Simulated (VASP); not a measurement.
# Co (Pm-3m) in VASP: a series of runs

The runs below take Co through density of states, with LDA.

Everything below comes from runs of VASP 6.6.1. Logs are shortened: lines on timing, memory, paths and dates and some standing lists are left out, and cuts for length are marked.

## 1. The cell of the first run

It takes space group Pm-3m (No. 221, cubic). The conventional cell has a = 1.662 Å, b = 1.662 Å, c = 1.662 Å, α = 90.00°, β = 90.00°, γ = 90.00°. Within 2.2 Å of Co (site symmetry m-3m) lie 6 Co at 1.66 Å.

## 2. Density of states, LDA, collinear spin, ferromagnetic start (volume scaled by 0.4)

POSCAR

```
Co
1.0
    1.6618128920      0.0000000000      0.0000000000
    0.0000000000      1.6618128920      0.0000000000
    0.0000000000      0.0000000000      1.6618128920
Co
1
Direct
    0.0000000000      0.0000000000      0.0000000000
```

INCAR.step1

```
PREC = Accurate
ENCUT = 520
EDIFF = 1E-6
ISMEAR = -1
SIGMA = 0.05
LREAL = False
LASPH = True
NELM = 150
ALGO = Normal
ISIF = 2
LWAVE = False
LCHARG = True
ISPIN = 2
MAGMOM = 1.7
LMAXMIX = 4
NBANDS = 14
```

KPOINTS.step1

```
regular mesh
0
Gamma
  17 17 17
```

INCAR.step2

```
PREC = Accurate
ENCUT = 520
EDIFF = 1E-6
ISMEAR = -5
SIGMA = 0.05
LREAL = False
LASPH = True
NELM = 150
ALGO = Normal
ISIF = 2
LWAVE = False
LCHARG = False
ISPIN = 2
MAGMOM = 1.7
LORBIT = 10
LMAXMIX = 4
NBANDS = 14
NEDOS = 2001
ICHARG = 11
```

KPOINTS.step2

```
regular mesh
0
Gamma
  26 26 26
```

Potentials or basis: VASP PAW LDA potentials, release 64 (Co).

Started as:

```bash
> cat potpaw_LDA.64/Co/POTCAR > POTCAR
> cp INCAR.step1 INCAR
> cp KPOINTS.step1 KPOINTS
> mpirun -np 1 vasp_std > vasp.out
> cp INCAR.step2 INCAR
> cp KPOINTS.step2 KPOINTS
> mpirun -np 1 vasp_std > vasp.out
```

OUTCAR:

```text
PREC = Accurate
   ENCUT = 520
   EDIFF = 1E-6
   ISMEAR = -5
   LREAL = False
   LASPH = True
   NELM = 150
   ISIF = 2
   ISPIN = 2
   LORBIT = 10
   ICHARG = 11

 ion  position               nearest neighbor table
   1  0.000  0.000  0.000-

  LATTYP: Found a simple cubic cell.
 ALAT       =     1.6618128920

  Lattice vectors:

 A1 = (   1.6618128920,   0.0000000000,   0.0000000000)
 A2 = (   0.0000000000,   1.6618128920,   0.0000000000)
 A3 = (   0.0000000000,   0.0000000000,   1.6618128920)

Analysis of symmetry for initial positions (statically):
=====================================================================
 Subroutine PRICEL returns:
 Original cell was already a primitive cell.

 Routine SETGRP: Setting up the symmetry group for a
 simple cubic supercell.

 Subroutine GETGRP returns: Found 48 space group operations
 (whereof 48 operations were pure point group operations)
 out of a pool of 48 trial point group operations.

The static configuration has the point symmetry O_h .

Analysis of symmetry for dynamics (positions and initial velocities):
=====================================================================
 Subroutine PRICEL returns:
 Original cell was already a primitive cell.

 Routine SETGRP: Setting up the symmetry group for a
 simple cubic supercell.

 Subroutine GETGRP returns: Found 48 space group operations
 (whereof 48 operations were pure point group operations)
 out of a pool of 48 trial point group operations.

The dynamic configuration has the point symmetry O_h .

Analysis of structural, dynamic, and magnetic symmetry:
=====================================================================
 Subroutine PRICEL returns:
 Original cell was already a primitive cell.

 Routine SETGRP: Setting up the symmetry group for a
 simple cubic supercell.

 Subroutine GETGRP returns: Found 48 space group operations
 (whereof 48 operations were pure point group operations)
 out of a pool of 48 trial point group operations.

The overall configuration has the point symmetry O_h .

 Subroutine INISYM returns: Found 48 space group operations
 (whereof 48 operations are pure point group operations),
 and found     1 'primitive' translations

----------------------------------------------------------------------------------------

                                     Primitive cell

  volume of cell :       4.5893

  direct lattice vectors                    reciprocal lattice vectors
     1.661812892  0.000000000  0.000000000     0.601752463  0.000000000  0.000000000
     0.000000000  1.661812892  0.000000000     0.000000000  0.601752463  0.000000000
     0.000000000  0.000000000  1.661812892     0.000000000  0.000000000  0.601752463

  length of vectors
     1.661812892  1.661812892  1.661812892     0.601752463  0.601752463  0.601752463

  position of ions in fractional coordinates (direct lattice)
     0.000000000  0.000000000  0.000000000

  ion indices of the primitive-cell ions
   primitive index   ion index
                 1           1

----------------------------------------------------------------------------------------

 KPOINTS: regular mesh

Automatic generation of k-mesh.
 Grid dimensions read from file:
 generate k-points for:   26   26   26

 Generating k-lattice:

  Cartesian coordinates                     Fractional coordinates (reciprocal lattice)
     0.023144325  0.000000000  0.000000000     0.038461538  0.000000000  0.000000000
     0.000000000  0.023144325  0.000000000     0.000000000  0.038461538  0.000000000
     0.000000000  0.000000000  0.023144325     0.000000000  0.000000000  0.038461538

  Length of vectors
     0.023144325  0.023144325  0.023144325

  Shift w.r.t. Gamma in fractional coordinates (k-lattice)
     0.000000000  0.000000000  0.000000000

 TETIRR: Found   8764 inequivalent tetrahedra from   105456

 Subroutine IBZKPT returns following result:
 ===========================================

 Found    560 irreducible k-points:

 Following reciprocal coordinates:
            Coordinates               Weight
  0.000000  0.000000  0.000000      1.000000
  0.038462  0.000000  0.000000      6.000000
  0.076923  0.000000  0.000000      6.000000
  0.115385  0.000000  0.000000      6.000000
  0.153846  0.000000  0.000000      6.000000
  0.192308  0.000000  0.000000      6.000000
[... 16 lines left out ...]
  0.346154  0.038462  0.000000     24.000000
  0.384615  0.038462  0.000000     24.000000
 [... further k-points ...]
   k-points           NKPTS =    560   k-points in BZ     NKDIM =    560   number of bands    NBANDS=     14
   number of dos      NEDOS =   2001   number of ions     NIONS =      1
   total plane-waves  NPLWV =   1728
   dimension x,y,z NGX =    12 NGY =   12 NGZ =   12
   dimension x,y,z NGXF=    24 NGYF=   24 NGZF=   24
   ions per type =               1
   NGX,Y,Z   is equivalent  to a cutoff of  12.00, 12.00, 12.00 a.u.
   NGXF,Y,Z  is equivalent  to a cutoff of  24.01, 24.01, 24.01 a.u.
[... 31 lines left out ...]
  volume/ion in A,a.u.               =       4.59        30.97
  Fermi-wavevector in a.u.,A,eV,Ry     =   2.049149  3.872330 57.131023  4.199012
  Thomas-Fermi vector in A             =   3.052395
   LORBIT       =     10    0 simple, 1 ext, 2 COOP (PROOUT), +10 PAW based schemes
   GGA     = CA    functional components
   LHFCALC =     F    Hartree Fock is set to
   AEXX    =    0.0000 exact exchange contribution
   IVDW    =     0    specifies the selected vdW correction
   LEPSILON=     F    determine dielectric tensor
   LRPA    =     F    only Hartree local field effects (RPA)
 spin polarized calculation
 Fermi weights with tetrahedron method with Bloechl corrections
  energy-cutoff  :      520.00
  volume of cell :        4.59
 maximum number of plane-waves:       136

 number of electron       9.0000015 magnetization      -0.0000510

 Free energy of the ion-electron system (eV)
  ---------------------------------------------------
  ext. energy  EPLUGINS =         0.00000000
  ---------------------------------------------------
  free energy    TOTEN  =         4.65411878 eV

  energy without entropy =        4.65411878  energy(sigma->0) =        4.65411878

 E-fermi :  31.2735     XC(G=0): -19.3367

 val. band max:       31.3548952472   @ k =   0.3462   0.3462   0.3462
 cond. band min:      31.1968147110   @ k =   0.1923   0.1923   0.0769
 fundamental gap:     -0.1580805362
 Fermi energy:        31.2734785321

 spin component 1

 k-point     1 :       0.0000    0.0000    0.0000
  band No.  band energies     occupation
      1      17.0225      1.00000
      2      18.5966      1.00000
      3      18.5966      1.00000
      4      33.0182      0.00000
      5      33.0182      0.00000
      6      33.0182      0.00000
      7      64.9349      0.00000
      8      64.9349      0.00000
      9      64.9349      0.00000
     10      68.1019      0.00000
     11      75.9334      0.00000
     12      75.9334      0.00000
     13      86.9389      0.00000
     14      88.4770      0.00000
[... 375 lines left out ...]
 k-point    24 :       0.3846    0.0385    0.0000
  band No.  band energies     occupation
      1      20.5472      1.00000
      2      21.2741      1.00000
      3      26.3986      1.00000
      4      28.0818      1.00000
      5      28.9955      1.00000
      6      33.3979      0.00000
      7      48.5429      0.00000
      8      63.6803      0.00000
      9      68.3447      0.00000
     10      74.0431      0.00000
     11      74.8370      0.00000
     12      77.2249      0.00000
     13      85.7463      0.00000
     14      86.1318      0.00000

 [... further k-points ...]

 spin component 2

 k-point     1 :       0.0000    0.0000    0.0000
  band No.  band energies     occupation
      1      17.0225      1.00000
      2      18.5966      1.00000
      3      18.5966      1.00000
      4      33.0182      0.00000
      5      33.0182      0.00000
      6      33.0182      0.00000
      7      64.9349      0.00000
      8      64.9349      0.00000
      9      64.9349      0.00000
     10      68.1018      0.00000
     11      75.9334      0.00000
     12      75.9334      0.00000
     13      86.9389      0.00000
     14      88.4769      0.00000
[... 375 lines left out ...]
 k-point    24 :       0.3846    0.0385    0.0000
  band No.  band energies     occupation
      1      20.5472      1.00000
      2      21.2741      1.00000
      3      26.3986      1.00000
      4      28.0818      1.00000
      5      28.9955      1.00000
      6      33.3979      0.00000
      7      48.5429      0.00000
      8      63.6803      0.00000
      9      68.3446      0.00000
     10      74.0431      0.00000
     11      74.8369      0.00000
     12      77.2249      0.00000
     13      85.7463      0.00000
     14      86.1318      0.00000

 [... further k-points ...]

------------------------ aborting loop because EDIFF is reached ----------------------------------------

  FORCE on cell =-STRESS in cart. coord.  units (eV):
  Direction    XX          YY          ZZ          XY          YZ          ZX
  --------------------------------------------------------------------------------------
  -------------------------------------------------------------------------------------
  Total       34.7887309     34.7887309     34.7887309     -0.0000000      0.0000000     -0.0000000
  in kB    12145.1476035  12145.1476035  12145.1476035     -0.0000000      0.0000000     -0.0000000
  external PRESSURE =   12145.1476035 kB  Pullay stress =       0.0000000 kB

 VOLUME and BASIS-vectors are now :
 -----------------------------------------------------------------------------
  energy-cutoff  :      520.00
  volume of cell :        4.59
      direct lattice vectors                 reciprocal lattice vectors
     1.661812892  0.000000000  0.000000000     0.601752463  0.000000000  0.000000000
     0.000000000  1.661812892  0.000000000     0.000000000  0.601752463  0.000000000
     0.000000000  0.000000000  1.661812892     0.000000000  0.000000000  0.601752463

 POSITION                                       TOTAL-FORCE (eV/Angst)
 -----------------------------------------------------------------------------------
      0.00000      0.00000      0.00000         0.000000      0.000000      0.000000
 -----------------------------------------------------------------------------------
    total drift:                               -0.000000     -0.000000     -0.000000

  FREE ENERGIE OF THE ION-ELECTRON SYSTEM (eV)
  ---------------------------------------------------
  free  energy   TOTEN  =         4.6541187750 eV

  energy  without entropy=        4.6541187750  energy(sigma->0) =        4.65411878

 total charge

# of ion       s       p       d       tot
------------------------------------------
    1        1.014   1.410   9.273  11.697

 magnetization (x)

# of ion       s       p       d       tot
------------------------------------------
    1       -0.000  -0.000   0.000   0.000
```

It took 28 s on 1 thread of Intel Xeon Platinum 8488C (Sapphire Rapids), shared host; peak memory 0.2 GiB.

Results:

```yaml
Net_moment: 0.00 μB per cell
```

Levels at points of the mesh, in eV from the Fermi level:
Spin up:
| k point | band 1 | band 2 | band 3 | band 4 | band 5 | band 6 | band 7 | band 8 | band 9 | band 10 |
| --- | --- | --- | --- | --- | --- | --- | --- | --- | --- | --- |
| (0.00, 0.00, 0.00) | -14.25 | -12.68 | -12.68 | 1.74 | 1.74 | 1.74 | 33.66 | 33.66 | 33.66 | 36.83 |
| (0.50, 0.00, 0.00) | -10.49 | -9.36 | -3.81 | -3.81 | -2.70 | 2.27 | 16.03 | 31.13 | 37.11 | 44.29 |
| (0.50, 0.50, 0.00) | -17.54 | -8.02 | -2.50 | -2.50 | 4.57 | 12.22 | 12.22 | 21.12 | 36.03 | 39.72 |
| (0.50, 0.50, 0.50) | -13.20 | -13.20 | -13.20 | 4.89 | 4.89 | 11.12 | 31.45 | 31.45 | 31.45 | 33.78 |
Spin down:
| k point | band 3 | band 4 | band 5 | band 6 | band 7 | band 8 |
| --- | --- | --- | --- | --- | --- | --- |
| (0.00, 0.00, 0.00) | -12.68 | 1.74 | 1.74 | 1.74 | 33.66 | 33.66 |
| (0.50, 0.00, 0.00) | -3.81 | -3.81 | -2.70 | 2.27 | 16.03 | 31.13 |
| (0.50, 0.50, 0.00) | -2.50 | -2.50 | 4.57 | 12.22 | 12.22 | 21.12 |
| (0.50, 0.50, 0.50) | -13.20 | 4.89 | 4.89 | 11.12 | 31.45 | 31.45 |

Caveat: the cell differs from its parent crystal (volume scaled by 0.4); the starting moments collapsed, and a magnetic state may lie lower; tetrahedron occupations give inexact forces and stress in metals.

## 3. Density of states, LDA, collinear spin, ferromagnetic start (volume scaled by 0.65)

POSCAR

```
Co
1.0
    1.9537391487      0.0000000000      0.0000000000
    0.0000000000      1.9537391487      0.0000000000
    0.0000000000      0.0000000000      1.9537391487
Co
1
Direct
    0.0000000000      0.0000000000      0.0000000000
```

INCAR.step1 is that of step 2.

KPOINTS.step1

```
Automatic mesh
0
Gamma
  17 17 17
```

INCAR.step2, as its differences from that of step 2:

```diff
@@ -14,3 +14,3 @@
 MAGMOM = 1.7
-LORBIT = 10
+LORBIT = 11
 LMAXMIX = 4
```

KPOINTS.step2

```
Automatic mesh
0
Gamma
  26 26 26
```

Potentials or basis: VASP PAW LDA potentials, release 64 (Co).

Started as:

```bash
> cat potpaw_LDA.64/Co/POTCAR > POTCAR
> cp INCAR.step1 INCAR
> cp KPOINTS.step1 KPOINTS
> mpirun -np 1 vasp_std > vasp.out
> cp INCAR.step2 INCAR
> cp KPOINTS.step2 KPOINTS
> mpirun -np 1 vasp_std > vasp.out
```

Run time: 65 s. Hardware: 1 thread of Intel Xeon Platinum 8259CL at 2.50GHz (Skylake/Cascade Lake), shared host; peak memory 0.22 GiB.

Results (log left out):

```yaml
Net_moment: 0.00 μB per cell
```

Levels at points of the mesh, in eV from the Fermi level:
Spin up:
| k point | band 3 | band 4 | band 5 | band 6 | band 7 | band 8 |
| --- | --- | --- | --- | --- | --- | --- |
| (0.00, 0.00, 0.00) | -6.91 | 0.97 | 0.97 | 0.97 | 26.55 | 26.55 |
| (0.50, 0.00, 0.00) | -2.38 | -1.77 | -1.77 | 1.22 | 8.66 | 28.31 |
| (0.50, 0.50, 0.00) | -1.17 | -1.17 | 2.71 | 7.65 | 7.65 | 15.80 |
| (0.50, 0.50, 0.50) | -6.58 | 2.86 | 2.86 | 13.79 | 19.28 | 19.28 |
Spin down:
```tsv
k point	band 1	band 2	band 3	band 4	band 5	band 6	band 7	band 8	band 9	band 10
(0.00, 0.00, 0.00)	-11.47	-6.91	-6.91	0.97	0.97	0.97	26.55	26.55	26.55	32.68
(0.50, 0.00, 0.00)	-6.04	-5.84	-2.38	-1.77	-1.77	1.22	8.67	28.31	35.00	37.95
(0.50, 0.50, 0.00)	-8.87	-4.59	-1.17	-1.17	2.71	7.65	7.65	15.80	21.91	38.27
(0.50, 0.50, 0.50)	-6.58	-6.58	-6.58	2.86	2.86	13.79	19.28	19.28	19.28	24.08
```

Caveat: the cell differs from its parent crystal (volume scaled by 0.65); the starting moments collapsed, and a magnetic state may lie lower; tetrahedron occupations give inexact forces and stress in metals.

## 4. Density of states, LDA, collinear spin, ferromagnetic start

This run uses another cell than the first one, of 11.47 Å³/atom, 2.500 times its volume.

POSCAR

```
Co
1.0
    2.2554270947      0.0000000000      0.0000000000
    0.0000000000      2.2554270947      0.0000000000
    0.0000000000      0.0000000000      2.2554270947
Co
1
Direct
    0.0000000000      0.0000000000      0.0000000000
```

INCAR.step1 is that of step 3.

KPOINTS.step1 is that of step 3.

INCAR.step2, as its differences from that of step 3:

```diff
@@ -14,3 +14,3 @@
 MAGMOM = 1.7
-LORBIT = 11
+LORBIT = 10
 LMAXMIX = 4
```

KPOINTS.step2 is that of step 3.

Started as:

```bash
> cat potpaw_LDA.64/Co/POTCAR > POTCAR
> cp INCAR.step1 INCAR
> cp KPOINTS.step1 KPOINTS
> mpirun -np 1 vasp_std > vasp.out
> cp INCAR.step2 INCAR
> cp KPOINTS.step2 KPOINTS
> mpirun -np 1 vasp_std > vasp.out
```

Wall time 2.5 min (1 thread of Intel Xeon Platinum 8259CL at 2.50GHz (Skylake/Cascade Lake), shared host); peak memory 0.27 GiB.

Results (log left out):

- Net moment: 1.47 μB per cell
- Site moments: Co +1.47 μB
- Valence electrons inside the program's atomic spheres: Co 8.37

Levels at points of the mesh, in eV from the Fermi level:
Spin up:
```csv
k point,band 3,band 4,band 5,band 6,band 7,band 8
"(0.00, 0.00, 0.00)",-4.48,-0.45,-0.45,-0.45,20.35,20.35
"(0.50, 0.00, 0.00)",-1.80,-1.80,-1.44,-0.33,4.46,24.51
"(0.50, 0.50, 0.00)",-1.53,-1.53,0.65,5.38,5.38,11.90
"(0.50, 0.50, 0.50)",-4.21,0.73,0.73,12.75,12.75,12.75
```
Spin down:
| k point | band 2 | band 3 | band 4 | band 5 | band 6 | band 7 |
| --- | --- | --- | --- | --- | --- | --- |
| (0.00, 0.00, 0.00) | -3.45 | -3.45 | 1.17 | 1.17 | 1.17 | 20.68 |
| (0.50, 0.00, 0.00) | -2.85 | -1.25 | -0.30 | -0.30 | 1.30 | 5.40 |
| (0.50, 0.50, 0.00) | -2.38 | 0.01 | 0.01 | 1.99 | 5.66 | 5.66 |
| (0.50, 0.50, 0.50) | -3.00 | -3.00 | 2.06 | 2.06 | 13.15 | 13.15 |

Caveat: tetrahedron occupations give inexact forces and stress in metals.

## 5. Density of states, LDA, collinear spin, ferromagnetic start (volume scaled by 0.4)

POSCAR

```
Co
1.0
    1.6618128920      0.0000000000      0.0000000000
    0.0000000000      1.6618128920      0.0000000000
    0.0000000000      0.0000000000      1.6618128920
Co
1
Direct
    0.0000000000      0.0000000000      0.0000000000
```

INCAR.step1, as its differences from that of step 4:

```diff
@@ -7,3 +7,3 @@
 LASPH = True
-NELM = 150
+NELM = 200
 ALGO = Normal
@@ -15,2 +15,5 @@
 LMAXMIX = 4
-NBANDS = 14
+NBANDS = 18
+GGA_COMPAT = False
+NEDOS = 2001
+LORBIT = 11
```

KPOINTS.step1

```
regular mesh
0
Gamma
  17 17 17
```

INCAR.step2, as its differences from that of step 4:

```diff
@@ -7,3 +7,3 @@
 LASPH = True
-NELM = 150
+NELM = 200
 ALGO = Normal
@@ -16,4 +16,5 @@
 LMAXMIX = 4
-NBANDS = 14
+NBANDS = 18
 NEDOS = 2001
 ICHARG = 11
+GGA_COMPAT = False
```

KPOINTS.step2

```
regular mesh
0
Gamma
  26 26 26
```

Potentials or basis: VASP PAW LDA potentials, release 64 (Co_sv).

Started as:

```bash
> cat potpaw_LDA.64/Co_sv/POTCAR > POTCAR
> cp INCAR.step1 INCAR
> cp KPOINTS.step1 KPOINTS
> mpirun -np 1 vasp_std > vasp.out
> cp INCAR.step2 INCAR
> cp KPOINTS.step2 KPOINTS
> mpirun -np 1 vasp_std > vasp.out
```

Wall time 55 s (1 thread of Intel Xeon 6975P-C (Granite Rapids), shared host); peak memory 0.22 GiB.

It converged, with:

| Item | Value |
| --- | --- |
| Net moment | 0.00 μB per cell |

Levels at points of the mesh, in eV from the Fermi level:
Spin up:
```tsv
k point	band 7	band 8	band 9	band 10	band 11	band 12
(0.00, 0.00, 0.00)	-13.21	1.61	1.61	1.61	34.53	34.53
(0.50, 0.00, 0.00)	-3.99	-3.99	-2.94	2.14	15.33	31.33
(0.50, 0.50, 0.00)	-2.72	-2.72	5.05	12.07	12.07	20.84
(0.50, 0.50, 0.50)	-13.22	5.36	5.36	11.58	31.19	31.19
```
Spin down:
| k point | band 7 | band 8 | band 9 | band 10 | band 11 | band 12 |
| --- | --- | --- | --- | --- | --- | --- |
| (0.00, 0.00, 0.00) | -13.21 | 1.61 | 1.61 | 1.61 | 34.53 | 34.53 |
| (0.50, 0.00, 0.00) | -3.99 | -3.99 | -2.94 | 2.14 | 15.33 | 31.33 |
| (0.50, 0.50, 0.00) | -2.72 | -2.72 | 5.05 | 12.07 | 12.07 | 20.84 |
| (0.50, 0.50, 0.50) | -13.22 | 5.36 | 5.36 | 11.58 | 31.19 | 31.19 |

Caveat: the cell differs from its parent crystal (volume scaled by 0.4); the starting moments collapsed, and a magnetic state may lie lower; tetrahedron occupations give inexact forces and stress in metals.
